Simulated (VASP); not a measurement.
# AlCu5 (P6/mmm) in VASP: further runs, part 2 of 2

VASP 6.6.1. Earlier steps stand in the parts before.

**4. Relaxation of cell and atoms, PBE**

This run uses another cell than the first one, of 22.01 Å³/atom, 2.187 times its volume.

Contents of INCAR:

```
ALGO     = Fast           # electronic algorithm
EDIFF    = 1E-6           # SCF threshold, eV
EDIFFG   = -0.04          # ionic threshold
ENCUT    = 600            # plane-wave cutoff, eV
GGA      = PE             # functional
IBRION   = 2              # ionic algorithm
ISIF     = 3              # what is computed and relaxed
ISMEAR   = 0              # smearing method
LASPH    = True           # aspherical terms in the spheres
LCHARG   = False          # write CHGCAR
LREAL    = False          # projectors in reciprocal space
LWAVE    = False          # write WAVECAR
NELM     = 80             # most SCF steps
NSW      = 90             # ionic steps
PREC     = Accurate       # precision mode
SIGMA    = 0.1            # smearing width, eV
```

Contents of KPOINTS:

```
k-points
0
Gamma
  3 3 8
```

Contents of POSCAR:

```
AlCu5
1.0
    8.0036697122      0.0000000000      0.0000000000
   -4.0018348561      6.9313812943      0.0000000000
    0.0000000000      0.0000000000      2.3804552116
Al Cu
1 5
Direct
    0.0000000000      0.0000000000      0.0000000000
    0.5000000000      0.0000000000      0.5000000000
    0.0000000000      0.5000000000      0.5000000000
    0.5000000000      0.5000000000      0.5000000000
    0.3333333333      0.6666666667      0.5000000000
    0.6666666667      0.3333333333      0.5000000000
```

Potentials or basis: VASP PAW PBE potentials, release 64 (Al, Cu).

The run is started by

```
$ cat potpaw_PBE.64/Al/POTCAR potpaw_PBE.64/Cu/POTCAR > POTCAR
$ mpirun -np 1 vasp_std > vasp.out
```

OUTCAR:

```text
EDIFF = 1E-6
   EDIFFG = -0.04
   ENCUT = 600
   GGA = PE
   IBRION = 2
   ISIF = 3
   ISMEAR = 0
   LASPH = True
   LREAL = False
   NELM = 80
   NSW = 90
   PREC = Accurate

 ion  position               nearest neighbor table
   1  0.000  0.000  0.000-
   2  0.500  0.000  0.500-   5 2.31   6 2.31
   3  0.000  0.500  0.500-   5 2.31   6 2.31
   4  0.500  0.500  0.500-   5 2.31   6 2.31
   5  0.333  0.667  0.500-   3 2.31   2 2.31   4 2.31
   6  0.667  0.333  0.500-   3 2.31   2 2.31   4 2.31

  LATTYP: Found a hexagonal cell.
 ALAT       =     8.0036697122
 C/A-ratio  =     0.2974204705

  Lattice vectors:

 A1 = (   8.0036697122,   0.0000000000,   0.0000000000)
 A2 = (  -4.0018348561,   6.9313812943,   0.0000000000)
 A3 = (   0.0000000000,   0.0000000000,   2.3804552116)

Analysis of symmetry for initial positions (statically):
=====================================================================
 Subroutine PRICEL returns:
 Original cell was already a primitive cell.

 Routine SETGRP: Setting up the symmetry group for a
 hexagonal supercell.

 Subroutine GETGRP returns: Found 24 space group operations
 (whereof 24 operations were pure point group operations)
 out of a pool of 24 trial point group operations.

The static configuration has the point symmetry D_6h.

Analysis of symmetry for dynamics (positions and initial velocities):
=====================================================================
 Subroutine PRICEL returns:
 Original cell was already a primitive cell.

 Routine SETGRP: Setting up the symmetry group for a
 hexagonal supercell.

 Subroutine GETGRP returns: Found 24 space group operations
 (whereof 24 operations were pure point group operations)
 out of a pool of 24 trial point group operations.

The dynamic configuration has the point symmetry D_6h.

 Subroutine INISYM returns: Found 24 space group operations
 (whereof 24 operations are pure point group operations),
 and found     1 'primitive' translations

----------------------------------------------------------------------------------------

                                     Primitive cell

  volume of cell :     132.0593

  direct lattice vectors                    reciprocal lattice vectors
     8.003669712  0.000000000  0.000000000     0.124942687  0.072135694  0.000000000
    -4.001834856  6.931381294  0.000000000     0.000000000  0.144271388  0.000000000
     0.000000000  0.000000000  2.380455212     0.000000000  0.000000000  0.420087719

  length of vectors
     8.003669712  8.003669712  2.380455212     0.144271388  0.144271388  0.420087719

  position of ions in fractional coordinates (direct lattice)
     0.000000000  0.000000000  0.000000000
     0.500000000  0.000000000  0.500000000
     0.000000000  0.500000000  0.500000000
     0.500000000  0.500000000  0.500000000
     0.333333333  0.666666667  0.500000000
     0.666666667  0.333333333  0.500000000

  ion indices of the primitive-cell ions
   primitive index   ion index
                 1           1
                 2           2
                 3           3
                 4           4
                 5           5
                 6           6

----------------------------------------------------------------------------------------

 KPOINTS: k-points

Automatic generation of k-mesh.
 Grid dimensions read from file:
 generate k-points for:    3    3    8

 Generating k-lattice:

  Cartesian coordinates                     Fractional coordinates (reciprocal lattice)
     0.041647562  0.024045231  0.000000000     0.333333333 -0.000000000  0.000000000
     0.000000000  0.048090463  0.000000000     0.000000000  0.333333333  0.000000000
     0.000000000  0.000000000  0.052510965     0.000000000  0.000000000  0.125000000

  Length of vectors
     0.048090463  0.048090463  0.052510965

  Shift w.r.t. Gamma in fractional coordinates (k-lattice)
     0.000000000  0.000000000  0.000000000

 Subroutine IBZKPT returns following result:
 ===========================================

 Found     15 irreducible k-points:

 Following reciprocal coordinates:
            Coordinates               Weight
  0.000000  0.000000  0.000000      1.000000
  0.333333  0.000000  0.000000      6.000000
  0.333333  0.333333  0.000000      2.000000
  0.000000  0.000000  0.125000      2.000000
  0.333333  0.000000  0.125000     12.000000
  0.333333  0.333333  0.125000      4.000000
  0.000000  0.000000  0.250000      2.000000
  0.333333  0.000000  0.250000     12.000000
  0.333333  0.333333  0.250000      4.000000
  0.000000  0.000000  0.375000      2.000000
  0.333333  0.000000  0.375000     12.000000
  0.333333  0.333333  0.375000      4.000000
  0.000000  0.000000  0.500000      1.000000
  0.333333  0.000000  0.500000      6.000000
  0.333333  0.333333  0.500000      2.000000
   k-points           NKPTS =     15   k-points in BZ     NKDIM =     15   number of bands    NBANDS=     34
   number of dos      NEDOS =    301   number of ions     NIONS =      6
   total plane-waves  NPLWV =  81920
   dimension x,y,z NGX =    64 NGY =   64 NGZ =   20
   dimension x,y,z NGXF=   128 NGYF=  128 NGZF=   40
   ions per type =               1   5
   NGX,Y,Z   is equivalent  to a cutoff of  13.29, 13.29, 13.97 a.u.
   NGXF,Y,Z  is equivalent  to a cutoff of  26.59, 26.59, 27.94 a.u.
 SYSTEM =  unknown system
   PREC   = accura    normal or accurate (medium, high low for compatibility)
   ISTART =      0    job   : 0-new  1-cont  2-samecut
   ICHARG =      2    charge: 1-file 2-atom 10-const
   ISPIN  =      1    spin polarized calculation?
   LNONCOLLINEAR =      F non collinear calculations
   LSORBIT =      F    spin-orbit coupling
   LASPH  =      T    aspherical Exc in radial PAW
   ENCUT  =  600.0 eV  44.10 Ry    6.64 a.u.  15.99 15.99  4.75*2*pi/ulx,y,z
   NELM   =     80;   NELMIN=  2; NELMDL= -5     # of ELM steps
   EDIFF  = 0.1E-05   stopping-criterion for ELM
   LREAL  =      F    real-space projection
   EDIFFG = -.4E-01   stopping-criterion for IOM
   NSW    =     90    number of steps for IOM
   IBRION =      2    ionic relax: 0-MD 1-quasi-New 2-CG
   NFREE  =      1    steps in history (QN), initial steepest desc. (CG)
   ISIF   =      3    stress and relaxation
   ISYM   =      2    0-nonsym 1-usesym 2-fastsym
   POTIM  = 0.5000    time-step for ionic-motion
   TEBEG  =    0.0;   TEEND  =   0.0 temperature during run
   PSTRESS=    0.0 pullay stress
   NELECT =      58.0000    total number of electrons
   NUPDOWN=      -1.0000    fix difference up-down
   EMIN   =  10.00;   EMAX   =-10.00  energy-range for DOS
   EFERMI =   0.00;   METHOD = LEGACY
   ISMEAR =     0;   SIGMA  =   0.10  broadening in eV -4-tet -1-fermi 0-gaus
   EFERMI_NEDOS =   21; number of points for ismear=-14 and -15
   IALGO  =     68    algorithm
   IMIX   =      4    mixing-type and parameters
     AMIX     =   0.40;   BMIX     =  1.00
     AMIX_MAG =   1.60;   BMIX_MAG =  1.00
  volume/ion in A,a.u.               =      22.01       148.53
  Fermi-wavevector in a.u.,A,eV,Ry     =   1.244403  2.351581 21.069162  1.548540
  Thomas-Fermi vector in A             =   2.378672
   LORBIT       =      0    0 simple, 1 ext, 2 COOP (PROOUT), +10 PAW based schemes
   GGA     = PE    functional components
   LHFCALC =     F    Hartree Fock is set to
   AEXX    =    0.0000 exact exchange contribution
   IVDW    =     0    specifies the selected vdW correction
   LEPSILON=     F    determine dielectric tensor
   LRPA    =     F    only Hartree local field effects (RPA)
 conjugate gradient relaxation of ions
 non-spin polarized calculation
 RMM-DIIS sequential band-by-band and
 Gauss-broadening in eV      SIGMA  =   0.10
  energy-cutoff  :      600.00
  volume of cell :      132.06
 maximum number of plane-waves:      4437
 NGX is ok and might be reduce to    64
   NGX = 31   NGY = 31   NGZ =  9

--------------------------------------- Ionic step        1  -------------------------------------------

 number of electron      57.9999992 magnetization

 Free energy of the ion-electron system (eV)
  ---------------------------------------------------
  ext. energy  EPLUGINS =         0.00000000
  ---------------------------------------------------
  free energy    TOTEN  =       -16.73993884 eV

  energy without entropy =      -16.72085093  energy(sigma->0) =      -16.73039489

------------------------ aborting loop because EDIFF is reached ----------------------------------------

  FORCE on cell =-STRESS in cart. coord.  units (eV):
  Direction    XX          YY          ZZ          XY          YZ          ZX
  --------------------------------------------------------------------------------------
  -------------------------------------------------------------------------------------
  Total       -0.8990016     -0.8990016      2.0670549      0.0000000      0.0000000      0.0000000
  in kB      -10.9069189    -10.9069189     25.0780423      0.0000000      0.0000000      0.0000000
  external PRESSURE =       1.0880682 kB  Pullay stress =       0.0000000 kB
[... 105 lines left out ...]
  energy  without entropy=      -16.7483896309  energy(sigma->0) =      -16.75472823

--------------------------------------- Ionic step        4  -------------------------------------------

 number of electron      57.9999970 magnetization

 Free energy of the ion-electron system (eV)
  ---------------------------------------------------
  ext. energy  EPLUGINS =         0.00000000
  ---------------------------------------------------
  free energy    TOTEN  =       -16.76325733 eV

  energy without entropy =      -16.75121129  energy(sigma->0) =      -16.75723431

 E-fermi :   2.5593     XC(G=0):  -9.1167

 val. band max:        2.5026035759   @ k =   0.3333   0.0000   0.3750
 cond. band min:       2.6404051211   @ k =   0.3333   0.0000   0.1250
 fundamental gap:      0.1378015451
 Fermi energy:         2.5593237167

 k-point     1 :       0.0000    0.0000    0.0000
  band No.  band energies     occupation
      1      -4.4567      2.00000
      2      -3.4200      2.00000
      3      -1.8186      2.00000
      4      -1.5824      2.00000
      5      -1.5824      2.00000
      6      -0.9472      2.00000
[... 577 lines left out ...]
  FREE ENERGIE OF THE ION-ELECTRON SYSTEM (eV)
  ---------------------------------------------------
  free  energy   TOTEN  =       -16.7632573309 eV

  energy  without entropy=      -16.7512112947  energy(sigma->0) =      -16.75723431

 reached required accuracy - stopping structural energy minimisation
```

Wall time 5.2 min (1 thread of Intel Xeon 6975P-C, shared host); peak memory 0.32 GiB.

What came out:

```yaml
Free_energy: -16.7633 eV
Relaxed_volume: 21.85 Å³/atom
Relaxed_cell: a = 7.922 Å, b = 7.922 Å, c = 2.412 Å, α = 90.00°, β = 90.00°, γ = 120.00°
Space_group_after_relaxing_to_0.05_Å: P6/mmm (No. 191)
Energy_gained_by_relaxing: 3.9 meV/atom
Ionic_steps: 4
Pressure_after_relaxing: -0.1 GPa
Band_gap_on_the_k_mesh: zero (band 29 reaches 5.62 eV, above the bottom of band 30 at 1.58 eV)
```

The path:
```csv
step,energy change (eV),largest force (eV/Å),pressure (GPa),volume (Å³)
1,0.0000,0.0000,0.11,132.06
2,-0.0208,0.0000,-0.52,132.32
3,-0.0211,0.0000,-0.48,132.29
4,-0.0233,0.0000,-0.11,131.08
```

Final structure:
```xyz
6
Lattice="7.9219 0.0000 0.0000 -3.9610 6.8606 0.0000 0.0000 0.0000 2.4118" Properties=species:S:1:pos:R:3 pbc="T T T"
Al    0.0000    0.0000    0.0000
Cu    3.9610    0.0000    1.2059
Cu   -1.9805    3.4303    1.2059
Cu    1.9805    3.4303    1.2059
Cu    0.0000    4.5737    1.2059
Cu    3.9610    2.2869    1.2059
```

Levels at points of the mesh, in eV from the Fermi level:
```csv
k point,band 26,band 27,band 28,band 29,band 30,band 31,band 32,band 33
"(0.00, 0.00, 0.00)",-1.16,-1.16,-1.15,-0.98,-0.98,-0.69,-0.69,1.70
"(0.00, 0.00, 0.50)",-0.48,-0.18,1.08,3.06,3.66,3.66,3.73,3.88
```

**5. Summary**

| task | cell | k mesh | cutoff (eV) | gap on the mesh (eV) | pressure (GPa) | relaxed volume (Å³/atom) |
| --- | --- | --- | --- | --- | --- | --- |
| relaxation of cell and atoms | relaxed from a = 3.854, b = 3.854, c = 4.694 Å, angles 90.0, 90.0, 120.0°, 6 atoms | 6 × 6 × 4 | 600 | none | -0.1 | 15.54 |
| single point | a = 7.910, b = 7.910, c = 2.406 Å, angles 90.0, 90.0, 120.0°, 6 atoms | 6 × 6 × 16 | 520 | none | 0.2 | - |
| relaxation of cell and atoms | relaxed from a = 8.004, b = 8.004, c = 2.380 Å, angles 90.0, 90.0, 120.0°, 6 atoms | 3 × 3 × 8 | 600 | none | -0.1 | 21.85 |

Alike in all rows: level PBE; potentials or basis VASP PAW PBE potentials, release 64 (Al, Cu); no spin polarisation; smearing gaussian 0.1 eV.

Caveats: the volume moved by over 15 % at a fixed basis, so the end points are rough (some runs).

Absolute energies hang on the potentials; compare differences alone.
